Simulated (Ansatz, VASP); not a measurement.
**Two plane-wave programs on Ti3Al**

Contents of INCAR:

```
PREC = Accurate
ENCUT = 520
EDIFF = 1E-7
ISMEAR = 0
SIGMA = 0.15
LREAL = False
LASPH = True
NELM = 100
ALGO = Fast
ISIF = 2
LWAVE = False
LCHARG = True
GGA = PS
LELF = True
LVHAR = True
NBANDS = 28
```

KPOINTS

```
regular mesh
0
Gamma
  18 18 6
```

Contents of POSCAR:

```
Ti3Al
1.0
    2.8736102185      0.0000000000      0.0000000000
   -1.4368051093      2.4886194499      0.0000000000
    0.0000000000      0.0000000000      8.5354844322
Ti Al
3 1
Direct
    0.6666666667      0.3333333333      0.0000000000
    0.3333333333      0.6666666667      0.7511732072
    0.3333333333      0.6666666667      0.2488267928
    0.6666666667      0.3333333333      0.5000000000
```

Input for Ansatz:

```yaml
crystal:
  lattice:
    - [2.8736102185, 0.0, 0.0]
    - [-1.4368051093, 2.4886194499, 0.0]
    - [0.0, 0.0, 8.5354844322]
  atoms:
    - { symbol: Ti, position: [0.6666666667, 0.3333333333, 0.0] }
    - { symbol: Ti, position: [0.3333333333, 0.6666666667, 0.7511732072] }
    - { symbol: Ti, position: [0.3333333333, 0.6666666667, 0.2488267928] }
    - { symbol: Al, position: [0.6666666667, 0.3333333333, 0.5] }
basis:
  ecutwfc: 520.0
kpoints:
  mp_grid: { grid: [18, 18, 6] }
hamiltonian:
  xc: pbesol
  pseudopotentials: { kind: paw, azcp: { folder: soft_1 } }
scf:
  occupations: { method: gaussian, width: 0.15 }
output:
  forces: true
  stress: true
  eigenvalues: true
  write_density: true
  write_potential: true
  elf: true
  volumetric_format: npy
```

Alike in both runs: task single point; functional PBEsol; k mesh 18 × 18 × 6; occupations gaussian, width 0.15 eV; no spin polarisation.

|  | VASP | Ansatz |
| --- | --- | --- |
| version | VASP 6.6.1 | Ansatz 0.2.0 |
| potentials or method | VASP PAW PBE potentials, release 64 (Ti_sv, Al), cutoff 520 eV | scalar-relativistic, plane waves, PAW |
| valence electrons in the cell | 39 | 39 |

Ansatz gave:

- gap on the k mesh at the Fermi level (eV): none
- pressure (GPa): 12.1
- traceless stress, the component that is largest in VASP (GPa): 8.57
- rms of the force components (eV/Å): 0.028

Task: Estimate VASP's values.

Result: gap on the k mesh at the Fermi level (eV): none; pressure (GPa): 11.9; traceless stress, the component that is largest in VASP (GPa): 8.61; rms of the force components (eV/Å): 0.035.

VASP's potentials were made for PBE, not for PBEsol, and Ansatz warns of the same on its side. Atom by atom the forces differ by 0.007 eV/Å (rms over components). A gap of «none» marks a metal or a gap that the smearing closes. The functional is the same, so the differences come from potentials, cutoffs and numerics.
